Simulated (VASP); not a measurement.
# NaF: single point with PBEsol

Crystal: NaF.

```
Na F
1.0
     0.00000    2.31510    2.31510
     2.31510    0.00000    2.31510
     2.31510    2.31510    0.00000
Na F
1 1
Cartesian
  0.0000 0.0000 0.0000
  2.3151 2.3151 2.3151
```

```json
{
  "Program": "VASP 6.6.1",
  "Task": "single point",
  "Functional": "PBEsol",
  "Potentials or basis": "VASP PAW PBE potentials, release 64 (Na_pv, F)",
  "Cutoff": "520 eV",
  "k mesh": "10 × 10 × 10",
  "Occupations": "gaussian, width 0.01 eV",
  "Spin": "no spin polarisation"
}
```

```
Pressure               : -0.1 GPa
Band gap on the k mesh : 6.17 eV
```

Levels at points of the mesh, in eV from the valence-band top:
| k point | band 5 | band 6 | band 7 | band 8 | band 9 | band 10 |
| --- | --- | --- | --- | --- | --- | --- |
| (0.00, 0.00, 0.00) | 0.00 | 0.00 | 0.00 | 6.17 | 18.86 | 18.86 |
| (0.50, 0.00, 0.00) | -1.62 | -0.26 | -0.26 | 10.62 | 12.35 | 20.01 |
| (0.50, 0.50, 0.00) | -1.30 | -0.41 | -0.41 | 13.00 | 13.10 | 13.55 |

It took 17 s on 1 thread of Intel Xeon 8259CL, on a shared host, peak memory 0.14 GiB.

Caveat: the PAW data sets were made with another functional, which shifts forces and pressure a little. A k mesh can miss the band edges.
